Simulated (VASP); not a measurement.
Wanted: the native input for a VASP 6.6.1 run.

- Task: single point
- Functional: r2SCAN
- Potentials or basis: VASP PAW PBE potentials, release 64 (K_sv, Br)
- Cutoff: 520 eV
- k mesh: 6 × 6 × 6
- Occupations: gaussian, width 0.05 eV
- Spin: no spin polarisation
- Dipole correction: no
- Further INCAR settings: ALGO = Normal; EDIFF = 1e-07; NBANDS = 15

Crystal: KBr.

```
CELL_PARAMETERS angstrom
0.00000 3.02910 3.02910
3.02910 0.00000 3.02910
3.02910 3.02910 0.00000
ATOMIC_POSITIONS crystal
K 0.00000 0.00000 0.00000
Br 0.50000 0.50000 0.50000
```

This cell differs from its parent crystal: strain -0.080 along x and y, -0.080 along z.

One way to write it, as run:

POSCAR

```
KBr
1.0
    0.0000000000      3.0291000000      3.0291000000
    3.0291000000      0.0000000000      3.0291000000
    3.0291000000      3.0291000000      0.0000000000
K Br
1 1
Direct
    0.0000000000      0.0000000000      0.0000000000
    0.5000000000      0.5000000000      0.5000000000
```

INCAR.step1

```
SYSTEM = KBr
  PREC = Accurate
  ENCUT = 520
  ISMEAR = 0
  SIGMA = 0.05
  LREAL = .FALSE.
  LASPH = .TRUE.
  NELM = 100
  NBANDS = 15
  GGA = PE
  ALGO = Normal
  EDIFF = 1E-4
  LWAVE = .TRUE.
  LCHARG = .FALSE.
```

INCAR.step2

```
SYSTEM = KBr
  PREC = Accurate
  ENCUT = 520
  EDIFF = 1E-7
  ISMEAR = 0
  SIGMA = 0.05
  LREAL = .FALSE.
  LASPH = .TRUE.
  NELM = 100
  ALGO = Normal
  ISIF = 2
  LWAVE = .FALSE.
  LCHARG = .FALSE.
  METAGGA = R2SCAN
  LMIXTAU = .TRUE.
  NBANDS = 15
  ISTART = 1
```

KPOINTS

```
regular mesh
0
G
  6 6 6
  0 0 0
```

Potentials or basis: VASP PAW PBE potentials, release 64 (K_sv, Br).

Launch:

```sh
$ cat potpaw_PBE.64/K_sv/POTCAR potpaw_PBE.64/Br/POTCAR > POTCAR
$ cp INCAR.step1 INCAR
$ mpirun -np 1 vasp_std > vasp.out
$ cp INCAR.step2 INCAR
$ mpirun -np 1 vasp_std > vasp.out
```

Results of the run:

| Item | Value |
| --- | --- |
| Pressure | 8.0 GPa |
| Band gap on the k mesh | 5.90 eV, indirect (least direct gap 5.96 eV) |

Caveat: the cell differs from its parent crystal (strain -0.080 along x and y, -0.080 along z); the PAW data sets were made with another functional, which shifts forces and pressure a little.

It took 24 s on 1 thread of Intel(R) Xeon(R) 6975P-C (Granite Rapids), with other jobs on the host, peak memory 0.18 GiB.
